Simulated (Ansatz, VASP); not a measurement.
## One calculation of Rb, two programs

```xyz
1
Lattice="0.0000 3.6112 3.6112 3.6112 0.0000 3.6112 3.6112 3.6112 0.0000" Properties=species:S:1:pos:R:3 pbc="T T T"
Rb    0.0000    0.0000    0.0000
```

Change from the starting cell: volume scaled by 1.03.

Alike in both runs: task single point; functional PBE; k mesh 11 × 11 × 11; occupations fermi-dirac, width 0.03 eV; no spin polarisation.

|  | VASP | Ansatz |
| --- | --- | --- |
| version | VASP 6.6.1 | Ansatz 0.2.0 |
| potentials or method | VASP PAW PBE potentials, release 64 (Rb_sv), cutoff 520 eV | all-electron LAPW, scalar-relativistic |

|  | VASP | Ansatz | Ansatz less VASP |
| --- | --- | --- | --- |
| pressure (GPa) | -0.1 | -0.1 | 0.00 |

Ansatz ran all-electron here, and VASP with PAW potentials.
